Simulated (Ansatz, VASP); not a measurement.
ZnS in VASP and in Ansatz

```
CELL_PARAMETERS angstrom
-2.70465 -2.70465 0.00000
2.70465 -2.70465 0.00000
0.00000 0.00000 11.06860
ATOMIC_POSITIONS crystal
Zn 0.00000 0.00000 0.91633
Zn 0.50000 0.50000 0.18327
Zn 0.00000 0.00000 0.42762
Zn 0.50000 0.50000 0.67197
S 0.50000 0.00000 0.30544
S 0.00000 0.50000 0.54980
S 0.50000 0.00000 0.79415
S 0.00000 0.50000 0.06109
```

Alike in both runs: task single point; functional r2SCAN; k mesh 6 × 6 × 2; occupations gaussian, width 0.05 eV; no spin polarisation.

```csv
,VASP,Ansatz
version,VASP 6.6.1,Ansatz 0.2.0
potentials or method,"VASP PAW PBE potentials, release 64 (Zn, S), cutoff 520 eV","scalar-relativistic, plane waves, PAW"
valence electrons in the cell,72,72
```

```csv
,VASP,Ansatz,Ansatz less VASP
gap on the k mesh at the Fermi level (eV),2.41,2.40,-0.007
least direct gap on the mesh (eV),2.41,2.40,-0.007
pressure (GPa),-2.2,-2.2,-0.04
"traceless stress, the component that is largest in VASP (GPa)",-0.99,-0.92,+0.070
rms of the force components (eV/Å),0.299,0.297,-0.0014
```

VASP's potentials were made for PBE, not for r2SCAN. Atom by atom the forces differ by 0.002 eV/Å (rms over components). With one functional, cell and mesh, what is left measures potentials, basis and numerics.
